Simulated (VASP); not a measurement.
Write the native input for VASP 6.6.1 that does the following.

```
Task                   : single point
Functional             : PBEsol
Dispersion             : D4
Potentials or basis    : VASP PAW PBE potentials, release 64 (K_sv, S)
Cutoff                 : 500 eV
k mesh                 : 4 × 4 × 4
Occupations            : gaussian, width 0.01 eV
Spin                   : no spin polarisation
Dipole correction      : no
Further INCAR settings : ALGO = Normal; EDIFF = 1e-06; NBANDS = 19
```

The structure of K2S lies in POSCAR:

```
K2S
1.0
    0.0000000000      3.7027186978      3.7027186978
    3.7027186978      0.0000000000      3.7027186978
    3.7027186978      3.7027186978      0.0000000000
K S
2 1
Direct
    0.2500000000      0.2500000000      0.2500000000
    0.7500000000      0.7500000000      0.7500000000
    0.0000000000      0.0000000000      0.0000000000
```

One way to write it, as run:

INCAR

```
ALGO     = Normal         # electronic algorithm
EDIFF    = 1E-6           # SCF threshold, eV
ENCUT    = 500            # plane-wave cutoff, eV
GGA      = PS             # functional
GGA_COMPAT= False        
ISIF     = 2              # what is computed and relaxed
ISMEAR   = 0              # smearing method
IVDW     = 13             # dispersion correction
LASPH    = True           # aspherical terms in the spheres
LCHARG   = False          # write CHGCAR
LREAL    = False          # projectors in reciprocal space
LWAVE    = False          # write WAVECAR
NBANDS   = 19             # bands
NELM     = 120            # most SCF steps
PREC     = Accurate       # precision mode
SIGMA    = 0.01           # smearing width, eV
```

KPOINTS

```
k-points
0
Gamma
  4 4 4
```

Potentials or basis: VASP PAW PBE potentials, release 64 (K_sv, S).

Launch:

```bash
$ cat potpaw_PBE.64/K_sv/POTCAR potpaw_PBE.64/S/POTCAR > POTCAR
$ mpirun -np 1 vasp_std > vasp.out
```

Results of the run:

| Quantity | Value |
| --- | --- |
| Pressure | -0.8 GPa |
| Band gap on the k mesh | 2.28 eV, indirect (least direct gap 2.48 eV) |
| Dispersion energy per atom | -0.059 eV |

Caveat: the PAW data sets were made with another functional, which shifts forces and pressure a little.

Wall time 21 s on 1 thread of AMD EPYC 9R45 (Zen 5), on a shared host, peak memory 0.2 GiB.
